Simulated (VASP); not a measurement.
# ZrTa2C2 (I4/mmm) in VASP: a series of runs

The runs below take ZrTa2C2 through single point, relaxation of cell and atoms, with PBE.

Everything below comes from runs of VASP 6.6.1. Logs are shortened: lines on timing, memory, paths and dates and some standing lists are left out, and cuts for length are marked.

## 1. The cell of the first run

The structure is tetragonal, space group I4/mmm (No. 139). The conventional cell has a = 3.693 Å, b = 3.693 Å, c = 9.719 Å, α = 90.00°, β = 90.00°, γ = 90.00°. Within 3.7 Å of Zr (site symmetry 4/mmm) lie 8 C at 2.72 Å and 8 Ta at 3.05 Å and 4 Zr at 3.69 Å. Ta (site symmetry -4m2) has 4 C at 2.49 Å and 4 Ta at 2.61 Å and 4 Zr at 3.05 Å within 3.3 Å. Within 2.0 Å of C (site symmetry 4mm) lie 1 C at 1.52 Å.

The cell was generated, and may not be a known phase.

## 2. Single point, PBE

Input file INCAR:

```
ALGO = Normal
EDIFF = 1E-6
ENCUT = 520
GGA = PE
ISIF = 2
ISMEAR = 0
LASPH = T
LCHARG = F
LREAL = F
LWAVE = F
NBANDS = 29
NELM = 80
PREC = Accurate
SIGMA = 0.1
```

Input file KPOINTS:

```
k-points
0
Gamma
  6 6 6
```

Input file POSCAR:

```
ZrTa2C2
1.0
   -1.8462599112      1.8462599112      4.8596950060
    1.8462599112     -1.8462599112      4.8596950060
    1.8462599112      1.8462599112     -4.8596950060
Zr Ta C
1 2 2
Direct
    0.0000000000      0.0000000000      0.0000000000
    0.7500000000      0.2500000000      0.5000000000
    0.2500000000      0.7500000000      0.5000000000
    0.4217630032      0.4217630032      0.0000000000
    0.5782369968      0.5782369968      0.0000000000
```

Potentials or basis: VASP PAW PBE potentials, release 64 (Zr_sv, Ta_pv, C).

The run is started by

```sh
$ cat potpaw_PBE.64/Zr_sv/POTCAR potpaw_PBE.64/Ta_pv/POTCAR potpaw_PBE.64/C/POTCAR > POTCAR
$ mpirun -np 1 vasp_std > vasp.out
```

OUTCAR:

```text
EDIFF = 1E-6
   ENCUT = 520
   GGA = PE
   ISIF = 2
   ISMEAR = 0
   LASPH = T
   LREAL = F
   NELM = 80
   PREC = Accurate

 ion  position               nearest neighbor table
   1  0.000  0.000  0.000-   5 2.72   5 2.72   5 2.72   4 2.72   5 2.72   4 2.72   4 2.72   4 2.72
                             2 3.05   3 3.05   2 3.05   3 3.05   2 3.05   2 3.05   3 3.05   3 3.05
   2  0.750  0.250  0.500-   4 2.49   5 2.49   4 2.49   5 2.49   3 2.61   3 2.61   3 2.61   3 2.61
                             1 3.05   1 3.05   1 3.05   1 3.05
   3  0.250  0.750  0.500-   4 2.49   5 2.49   4 2.49   5 2.49   2 2.61   2 2.61   2 2.61   2 2.61
                             1 3.05   1 3.05   1 3.05   1 3.05
   4  0.422  0.422  0.000-   5 1.52   3 2.49   2 2.49   3 2.49   2 2.49   1 2.72   1 2.72   1 2.72
                             1 2.72
   5  0.578  0.578  0.000-   4 1.52   2 2.49   3 2.49   2 2.49   3 2.49   1 2.72   1 2.72   1 2.72
                             1 2.72

  LATTYP: Found a body centered tetragonal cell.
 ALAT       =     3.6925198224
 C/A-ratio  =     2.6321835710

  Lattice vectors:

 A1 = (  -1.8462599112,   1.8462599112,   4.8596950060)
 A2 = (   1.8462599112,  -1.8462599112,   4.8596950060)
 A3 = (   1.8462599112,   1.8462599112,  -4.8596950060)

Analysis of symmetry for initial positions (statically):
=====================================================================
 Subroutine PRICEL returns:
 Original cell was already a primitive cell.

 Routine SETGRP: Setting up the symmetry group for a
 body centered tetragonal supercell.

 Subroutine GETGRP returns: Found 16 space group operations
 (whereof 16 operations were pure point group operations)
 out of a pool of 16 trial point group operations.

The static configuration has the point symmetry D_4h.

Analysis of symmetry for dynamics (positions and initial velocities):
=====================================================================
 Subroutine PRICEL returns:
 Original cell was already a primitive cell.

 Routine SETGRP: Setting up the symmetry group for a
 body centered tetragonal supercell.

 Subroutine GETGRP returns: Found 16 space group operations
 (whereof 16 operations were pure point group operations)
 out of a pool of 16 trial point group operations.

The dynamic configuration has the point symmetry D_4h.

 Subroutine INISYM returns: Found 16 space group operations
 (whereof 16 operations are pure point group operations),
 and found     1 'primitive' translations
[... 101 lines left out ...]
   EDIFF  = 0.1E-05   stopping-criterion for ELM
   LREAL  =      F    real-space projection
   EDIFFG = 0.1E-04   stopping-criterion for IOM
   NSW    =      0    number of steps for IOM
   IBRION =     -1    ionic relax: 0-MD 1-quasi-New 2-CG
   NFREE  =      0    steps in history (QN), initial steepest desc. (CG)
   ISIF   =      2    stress and relaxation
   ISYM   =      2    0-nonsym 1-usesym 2-fastsym
   POTIM  = 0.5000    time-step for ionic-motion
   TEBEG  =    0.0;   TEEND  =   0.0 temperature during run
   PSTRESS=    0.0 pullay stress
   NELECT =      42.0000    total number of electrons
   NUPDOWN=      -1.0000    fix difference up-down
   EMIN   =  10.00;   EMAX   =-10.00  energy-range for DOS
   EFERMI =   0.00;   METHOD = LEGACY
   ISMEAR =     0;   SIGMA  =   0.10  broadening in eV -4-tet -1-fermi 0-gaus
   EFERMI_NEDOS =   21; number of points for ismear=-14 and -15
   IALGO  =     38    algorithm
   IMIX   =      4    mixing-type and parameters
     AMIX     =   0.40;   BMIX     =  1.00
     AMIX_MAG =   1.60;   BMIX_MAG =  1.00
  volume/ion in A,a.u.               =      13.25        89.43
  Fermi-wavevector in a.u.,A,eV,Ry     =   1.406284  2.657491 26.907353  1.977635
  Thomas-Fermi vector in A             =   2.528660
   LORBIT       =      0    0 simple, 1 ext, 2 COOP (PROOUT), +10 PAW based schemes
   GGA     = PE    functional components
   LHFCALC =     F    Hartree Fock is set to
   AEXX    =    0.0000 exact exchange contribution
   IVDW    =     0    specifies the selected vdW correction
   LEPSILON=     F    determine dielectric tensor
   LRPA    =     F    only Hartree local field effects (RPA)
 non-spin polarized calculation
 Gauss-broadening in eV      SIGMA  =   0.10
  energy-cutoff  :      520.00
  volume of cell :       66.26
 maximum number of plane-waves:      1802
 NGX is ok and might be reduce to    42
   NGX = 21   NGY = 21   NGZ = 21

 number of electron      42.0000001 magnetization

 Free energy of the ion-electron system (eV)
  ---------------------------------------------------
  ext. energy  EPLUGINS =         0.00000000
  ---------------------------------------------------
  free energy    TOTEN  =       -49.67955209 eV

  energy without entropy =      -49.66769947  energy(sigma->0) =      -49.67362578

 E-fermi :   8.8017     XC(G=0): -12.6140

 val. band max:        8.7889157211   @ k =  -0.3333   0.5000   0.1667
 cond. band min:       8.8042677746   @ k =   0.3333   0.0000  -0.0000
 fundamental gap:      0.0153520535
 Fermi energy:         8.8017199710

 k-point     1 :       0.0000    0.0000    0.0000
  band No.  band energies     occupation
      1     -40.5719      2.00000
      2     -26.3932      2.00000
      3     -26.3932      2.00000
      4     -25.8836      2.00000
      5     -25.4006      2.00000
      6     -24.8643      2.00000
[... 757 lines left out ...]
     28      12.2382      0.00000
     29      12.7817      0.00000

 [... further k-points ...]

------------------------ aborting loop because EDIFF is reached ----------------------------------------

  FORCE on cell =-STRESS in cart. coord.  units (eV):
  Direction    XX          YY          ZZ          XY          YZ          ZX
  --------------------------------------------------------------------------------------
  -------------------------------------------------------------------------------------
  Total       -0.0010596     -0.0010596      0.2097874      0.0000000      0.0000000      0.0000000
  in kB       -0.0256200     -0.0256200      5.0726557      0.0000000      0.0000000      0.0000000
  external PRESSURE =       1.6738052 kB  Pullay stress =       0.0000000 kB

 VOLUME and BASIS-vectors are now :
 -----------------------------------------------------------------------------
  energy-cutoff  :      520.00
  volume of cell :       66.26
      direct lattice vectors                 reciprocal lattice vectors
    -1.846259911  1.846259911  4.859695006     0.000000000  0.270817774  0.102887115
     1.846259911 -1.846259911  4.859695006     0.270817774  0.000000000  0.102887115
     1.846259911  1.846259911 -4.859695006     0.270817774  0.270817774  0.000000000

 POSITION                                       TOTAL-FORCE (eV/Angst)
 -----------------------------------------------------------------------------------
      0.00000      0.00000      0.00000         0.000000      0.000000      0.000000
     -0.00000      1.84626      2.42985         0.000000      0.000000      0.000000
      1.84626     -0.00000      2.42985         0.000000      0.000000      0.000000
      0.00000      0.00000      4.09928        -0.000000     -0.000000     -0.003273
      0.00000      0.00000      5.62011        -0.000000     -0.000000      0.003273
 -----------------------------------------------------------------------------------
    total drift:                                0.000000     -0.000000      0.000000

  FREE ENERGIE OF THE ION-ELECTRON SYSTEM (eV)
  ---------------------------------------------------
  free  energy   TOTEN  =       -49.6795520874 eV

  energy  without entropy=      -49.6676994668  energy(sigma->0) =      -49.67362578
```

OSZICAR:

```text
N       E                     dE             d eps       ncg     rms          rms(c)
DAV:   1     0.387621750881E+03    0.38762E+03   -0.23263E+04  1740   0.150E+03
DAV:   2    -0.293413335452E+02   -0.41696E+03   -0.40577E+03  1933   0.433E+02
DAV:   3    -0.526195746558E+02   -0.23278E+02   -0.22881E+02  2649   0.902E+01
DAV:   4    -0.533840088911E+02   -0.76443E+00   -0.76091E+00  2540   0.127E+01
DAV:   5    -0.533954202530E+02   -0.11411E-01   -0.11405E-01  2425   0.151E+00    0.283E+01
DAV:   6    -0.499158241158E+02    0.34796E+01   -0.17881E+01  2209   0.183E+01    0.141E+01
DAV:   7    -0.497203336938E+02    0.19549E+00   -0.17957E+00  2419   0.619E+00    0.712E+00
DAV:   8    -0.496867352308E+02    0.33598E-01   -0.27013E-01  2183   0.307E+00    0.644E-01
DAV:   9    -0.496797156300E+02    0.70196E-02   -0.60675E-02  2246   0.100E+00    0.365E-01
DAV:  10    -0.496796648863E+02    0.50744E-04   -0.47940E-03  2218   0.384E-01    0.185E-01
DAV:  11    -0.496795598841E+02    0.10500E-03   -0.17250E-03  2431   0.224E-01    0.302E-02
DAV:  12    -0.496795526206E+02    0.72635E-05   -0.10242E-04  2235   0.633E-02    0.192E-02
DAV:  13    -0.496795520874E+02    0.53321E-06   -0.79093E-06  2094   0.149E-02
   1 F= -.49679552E+02 E0= -.49673626E+02  d E =-.118526E-01
```

Run time: 50 s. Hardware: 1 thread of AMD EPYC 9R45 (Zen 5), shared host; peak memory 0.25 GiB.

What came out:

- Free energy: -49.6796 eV
- Pressure: 0.2 GPa
- Largest force: 0.003 eV/Å
- Band gap on the k mesh: zero (bands 21 and 22 overlap by 0.61 eV)

Forces in eV/Å, atoms in the order of the input:
```
Zr   0.000  0.000  0.000
Ta   0.000  0.000  0.000
Ta   0.000  0.000  0.000
C    0.000  0.000 -0.003
C    0.000  0.000  0.003
```

Caveat: spin-orbit coupling is left out, which moves the levels of the heavy elements.

## 3. Single point, PBE

This run uses another cell than the first one, of 14.28 Å³/atom.

Input file INCAR:

```
ALGO = Normal ; EDIFF = 1E-6
ENCUT = 520 ; GGA = PE
ISIF = 2 ; ISMEAR = 0
LASPH = T ; LCHARG = T
LELF = T ; LREAL = F
LVHAR = T ; LWAVE = F
NBANDS = 29 ; NELM = 60
PREC = Accurate ; SIGMA = 0.1
```

KPOINTS is that of step 2.

Input file POSCAR:

```
ZrTa2C2
1.0
   -1.9366992800      1.9366992800      4.7582912600
    1.9366992800     -1.9366992800      4.7582912600
    1.9366992800      1.9366992800     -4.7582912600
Zr Ta C
1 2 2
Direct
    0.0000000000      0.0000000000      0.0000000000
    0.7500000000      0.2500000000      0.5000000000
    0.2500000000      0.7500000000      0.5000000000
    0.3880000100      0.3880000100      0.0000000000
    0.6119999900      0.6119999900      0.0000000000
```

Potentials or basis: VASP PAW PBE potentials, release 64 (Zr_sv, Ta_pv, C).

The run is started by

```sh
$ cat potpaw_PBE.64/Zr_sv/POTCAR potpaw_PBE.64/Ta_pv/POTCAR potpaw_PBE.64/C/POTCAR > POTCAR
$ mpirun -np 1 vasp_std > vasp.out
```

Wall time 56 s (1 thread of AMD EPYC 9R45 (Zen 5), shared host); peak memory 0.25 GiB.

The run converged. Its results:

```
Free energy            : -48.6520 eV
Pressure               : -7.5 GPa
Largest force          : 0.468 eV/Å
Band gap on the k mesh : zero (bands 21 and 22 overlap by 0.26 eV)
```

Forces in eV/Å, atoms in the order of the input:
```
Zr   0.000  0.000  0.000
Ta   0.000  0.000  0.000
Ta   0.000  0.000  0.000
C    0.000  0.000  0.468
C    0.000  0.000 -0.468
```

Stress tensor (GPa, compression positive):
```
-13.58   0.00   0.00
  0.00 -13.58   0.00
  0.00   0.00   4.64
```

Levels at points of the mesh, in eV from the Fermi level:
```
           k point  band 19  band 20  band 21  band 22  band 23  band 24
(0.00, 0.00, 0.00)    -1.85    -0.92    -0.86     0.73     0.73     1.20
(0.50, 0.00, 0.00)    -1.15    -0.42    -0.13     0.16     0.43     1.11
(0.50, 0.50, 0.00)    -1.52    -1.13    -1.07     0.28     1.72     2.09
(0.50, 0.50, 0.50)    -2.66    -2.33    -1.03     1.76     1.78     2.11
```

Caveat: the stress differs along the axes, from -14 to 5 GPa; spin-orbit coupling is left out, which moves the levels of the heavy elements.

## 4. Relaxation of cell and atoms, PBE

This run uses another cell than the first one, of 14.28 Å³/atom.

Input file INCAR:

```
  ALGO = Normal
  EDIFF = 1E-6
  EDIFFG = -0.04
  ENCUT = 600
  GGA = PE
  IBRION = 2
  ISIF = 3
  ISMEAR = 0
  LASPH = T
  LCHARG = F
  LREAL = F
  LWAVE = F
  NELM = 60
  NSW = 90
  PREC = Accurate
  SIGMA = 0.1
```

KPOINTS is that of step 3.

POSCAR is that of step 3.

The run is started by

```sh
$ cat potpaw_PBE.64/Zr_sv/POTCAR potpaw_PBE.64/Ta_pv/POTCAR potpaw_PBE.64/C/POTCAR > POTCAR
$ mpirun -np 1 vasp_std > vasp.out
```

It took 17 min on 1 thread of AMD EPYC 9R45 (Zen 5), shared host; peak memory 0.38 GiB.

Results (log left out):

```yaml
Free_energy: -49.6847 eV
Relaxed_volume: 13.28 Å³/atom
Relaxed_cell: a = 5.522 Å, b = 5.522 Å, c = 5.522 Å, α = 140.91°, β = 140.91°, γ = 56.47°
Space_group_after_relaxing_to_0.1_Å: I4/mmm (No. 139)
Energy_gained_by_relaxing: 206.2 meV/atom
Ionic_steps: 26
Pressure_after_relaxing: -0.4 GPa
Largest_force_after_relaxing: 0.017 eV/Å
Band_gap_on_the_k_mesh: zero (bands 21 and 22 overlap by 0.60 eV)
```

Forces on the atoms (eV/Å):
```
Zr   0.000  0.000  0.000
Ta   0.000  0.000  0.000
Ta   0.000  0.000  0.000
C    0.000  0.000  0.017
C    0.000  0.000 -0.017
```

Stress tensor (GPa, compression positive):
```
-0.46  0.00  0.00
 0.00 -0.46  0.00
 0.00  0.00 -0.23
```

The path:
```csv
step,energy change (eV),largest force (eV/Å),pressure (GPa),volume (Å³)
1,0.0000,0.4683,-7.54,71.39
2,-0.1881,1.2887,15.10,64.53
3,-0.2722,0.9897,5.98,66.83
4,-0.4268,0.5575,-1.55,68.36
5,-0.4271,0.5771,-1.17,68.28
6,-0.4754,0.7830,-0.50,67.61
7,-0.6672,1.2085,2.71,65.63
8,-0.5557,2.5462,20.38,61.79
9,-0.7436,1.2210,4.91,64.79
10,-0.8208,0.4963,10.63,63.28
11,-0.8216,0.7037,9.58,63.50
12,-0.8282,0.6238,9.74,63.47
13,-0.8426,0.3381,10.27,63.38
14,-0.8392,0.4661,11.71,63.21
15,-0.8470,0.0615,10.78,63.31
16,-0.8592,0.0548,10.29,63.44
17,-0.8926,0.0356,8.68,63.82
18,-0.9459,0.0008,5.70,64.59
19,-1.0028,0.0627,0.26,66.14
20,-1.0085,0.0848,-1.78,66.79
21,-1.0143,0.1100,-1.46,66.71
22,-1.0260,0.1895,-0.42,66.44
23,-1.0217,0.3802,1.84,65.90
24,-1.0289,0.2573,0.44,66.23
25,-1.0302,0.1764,0.20,66.28
26,-1.0311,0.0167,-0.38,66.41
```

Final structure:
```cif
data_structure
_symmetry_space_group_name_H-M 'P 1'
_symmetry_Int_Tables_number 1
_cell_length_a 5.5220
_cell_length_b 5.5220
_cell_length_c 5.5220
_cell_angle_alpha 140.911
_cell_angle_beta 140.911
_cell_angle_gamma 56.472
_cell_volume 66.41
loop_
_atom_site_label
_atom_site_type_symbol
_atom_site_fract_x
_atom_site_fract_y
_atom_site_fract_z
_atom_site_occupancy
Zr1 Zr 0.00000 0.00000 0.00000 1
Ta1 Ta 0.75000 0.25000 0.50000 1
Ta2 Ta 0.25000 0.75000 0.50000 1
C1 C 0.42176 0.42176 0.00000 1
C2 C 0.57824 0.57824 0.00000 1
```

Levels at points of the mesh, in eV from the Fermi level:
| k point | band 18 | band 19 | band 20 | band 21 | band 22 | band 23 | band 24 | band 25 |
| --- | --- | --- | --- | --- | --- | --- | --- | --- |
| (0.00, 0.00, 0.00) | -2.38 | -1.63 | -1.35 | -1.35 | -0.25 | 1.14 | 1.34 | 1.54 |
| (0.50, 0.00, 0.00) | -1.87 | -1.22 | -1.16 | -0.75 | 0.22 | 1.01 | 1.17 | 1.43 |
| (0.50, 0.50, 0.00) | -2.65 | -2.58 | -1.94 | -1.31 | 1.28 | 2.04 | 2.43 | 2.54 |
| (0.50, 0.50, 0.50) | -3.81 | -3.55 | -3.27 | -2.88 | 1.41 | 1.41 | 1.73 | 3.51 |

Caveat: spin-orbit coupling is left out, which moves the levels of the heavy elements.

## 5. Single point, PBE

Input file INCAR:

```
PREC = Accurate
ENCUT = 520
EDIFF = 1E-6
ISMEAR = 0
SIGMA = 0.1
LREAL = False
LASPH = True
NELM = 100
ALGO = Normal
ISIF = 2
LWAVE = False
LCHARG = False
GGA = PE
NBANDS = 29
```

Input file KPOINTS:

```
regular mesh
0
Gamma
  14 14 14
```

Input file POSCAR:

```
ZrTa2C2
1.0
   -1.8457651181      1.8457651181      4.8577599033
    1.8457651181     -1.8457651181      4.8577599033
    1.8457651181      1.8457651181     -4.8577599033
Zr Ta C
1 2 2
Direct
    0.0000000000      0.0000000000      0.0000000000
    0.7500000000      0.2500000000      0.5000000000
    0.2500000000      0.7500000000      0.5000000000
    0.4217254306      0.4217254306      0.0000000000
    0.5782745694      0.5782745694      0.0000000000
```

The run is started by

```sh
$ cat potpaw_PBE.64/Zr_sv/POTCAR potpaw_PBE.64/Ta_pv/POTCAR potpaw_PBE.64/C/POTCAR > POTCAR
$ mpirun -np 1 vasp_std > vasp.out
```

Wall time 6 min (1 thread of AMD EPYC 9R45 (Zen 5), shared host); peak memory 0.56 GiB.

Results (log left out):

```yaml
Free_energy: -49.6815 eV
Pressure: 0.4 GPa
Largest_force: 0.020 eV/Å
Band_gap_on_the_k_mesh: zero (bands 21 and 22 overlap by 0.82 eV)
```

Forces on the atoms (eV/Å):
```
Zr   0.000  0.000  0.000
Ta   0.000  0.000  0.000
Ta   0.000  0.000  0.000
C    0.000  0.000 -0.020
C    0.000  0.000  0.020
```

Levels at points of the mesh, in eV from the Fermi level:
```csv
k point,band 18,band 19,band 20,band 21,band 22,band 23,band 24,band 25
"(0.00, 0.00, 0.00)",-2.31,-1.56,-1.28,-1.28,-0.19,1.23,1.23,1.42
"(0.50, 0.00, 0.00)",-1.81,-1.14,-1.09,-0.68,0.32,1.09,1.27,1.52
"(0.50, 0.50, 0.00)",-2.59,-2.49,-1.85,-1.22,1.36,2.14,2.52,2.63
"(0.50, 0.50, 0.50)",-3.73,-3.46,-3.20,-2.82,1.49,1.49,1.82,3.58
```

Caveat: spin-orbit coupling is left out, which moves the levels of the heavy elements.

## 6. Summary

| task | cell | k mesh | cutoff (eV) | gap on the mesh (eV) | pressure (GPa) | largest force (eV/Å) |
| --- | --- | --- | --- | --- | --- | --- |
| single point | a = 5.517 Å, angles 140.9, 140.9, 56.5°, 5 atoms, atomic positions A | 6 × 6 × 6 | 520 | none | 0.2 | - |
| single point | a = 5.490 Å, angles 138.7, 138.7, 59.9°, 5 atoms, atomic positions B | 6 × 6 × 6 | 520 | none | -7.5 | 0.47 |
| relaxation of cell and atoms | relaxed from a = 5.490 Å, angles 138.7, 138.7, 59.9°, 5 atoms, atomic positions B | 6 × 6 × 6 | 600 | none | -0.4 | 0.02 |
| single point | a = 5.515 Å, angles 140.9, 140.9, 56.5°, 5 atoms, atomic positions A | 14 × 14 × 14 | 520 | none | 0.4 | 0.02 |

Alike in all rows: level PBE; potentials or basis VASP PAW PBE potentials, release 64 (Zr_sv, Ta_pv, C); no spin polarisation; smearing gaussian 0.1 eV.

Caveats: spin-orbit coupling is left out, which moves the levels of the heavy elements; the stress differs along the axes, from -14 to 5 GPa (at least some runs).

Absolute energies hang on the potentials; compare differences alone.

The gap in the log of VASP goes by the Fermi energy; the results here count the filled bands.